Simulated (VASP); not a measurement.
Here is a VASP 6.6.1 calculation.

Contents of INCAR:

```
SYSTEM = WS2
PREC     = Accurate       ! precision mode
ENCUT    = 400            ! plane-wave cutoff, eV
EDIFF    = 1E-6           ! SCF threshold, eV
ISMEAR   = 0              ! smearing method
SIGMA    = 0.05           ! smearing width, eV
LREAL    = .FALSE.        ! projectors in reciprocal space
LASPH    = .TRUE.         ! aspherical terms in the spheres
NELM     = 200            ! most SCF steps
ALGO     = Normal         ! electronic algorithm
ISIF     = 2              ! what is computed and relaxed
LWAVE    = .FALSE.        ! write WAVECAR
LCHARG   = .FALSE.        ! write CHGCAR
ISPIN    = 2              ! spin polarisation
MAGMOM   = 1 3 1 2 2 3 1 1 1 ! initial moments
LORBIT   = 11             ! projections on sites
LMAXMIX  = 4              ! l up to which the mixer works
LDIPOL   = .TRUE.       
IDIPOL   = 3            
DIPOL    = 0.5 0.5 0.500
GGA      = PE             ! functional
IVDW     = 12             ! dispersion correction
NBANDS   = 53             ! bands
GGA_COMPAT= .FALSE.      
NELMDL   = -8
```

KPOINTS

```
regular mesh
0
G
  9 9 1
  0 0 0
```

File POSCAR:

```
WS2
1.0
    3.1542063670      0.0000000000      0.0000000000
   -1.5771031835      2.7316228426      0.0000000000
    0.0000000000      0.0000000000     32.2893024006
S W
6 3
Direct
    0.6666666667      0.3333333333      0.2632450802
    0.6666666667      0.3333333333      0.3607819565
    0.3333333333      0.6666666667      0.4512315618
    0.3333333333      0.6666666667      0.5487632511
    0.6666666667      0.3333333333      0.6397132801
    0.6666666667      0.3333333333      0.7374068514
    0.3333333333      0.6666666667      0.3120135184
    0.6666666667      0.3333333333      0.4999974516
    0.3333333333      0.6666666667      0.6885209584
```

Potentials or basis: VASP PAW PBE potentials, release 64 (S, W_sv).

The run is started by

```bash
$ cat potpaw_PBE.64/S/POTCAR potpaw_PBE.64/W_sv/POTCAR > POTCAR
$ mpirun -np 1 vasp_std > vasp.out
```

Task: Estimate the net moment.

Result: 0.00 μB per cell.

Task: What does it give for the band gap on the k mesh?

Result: 1.25 eV (least direct gap 1.86 eV).

Task: Predict the largest force.

Result: 0.055 eV/Å.

Task: What does it give for the dispersion energy per atom?

Result: -0.392 eV.

Forces in eV/Å, atoms in the order of the input:
```
S    0.000  0.000 -0.055
S    0.000  0.000  0.018
S    0.000  0.000 -0.004
S    0.000  0.000  0.012
S    0.000  0.000  0.004
S    0.000  0.000 -0.016
W    0.000  0.000  0.029
W    0.000  0.000  0.002
W    0.000  0.000  0.011
```

Caveat: spin-orbit coupling is left out, which moves the levels of the heavy elements.
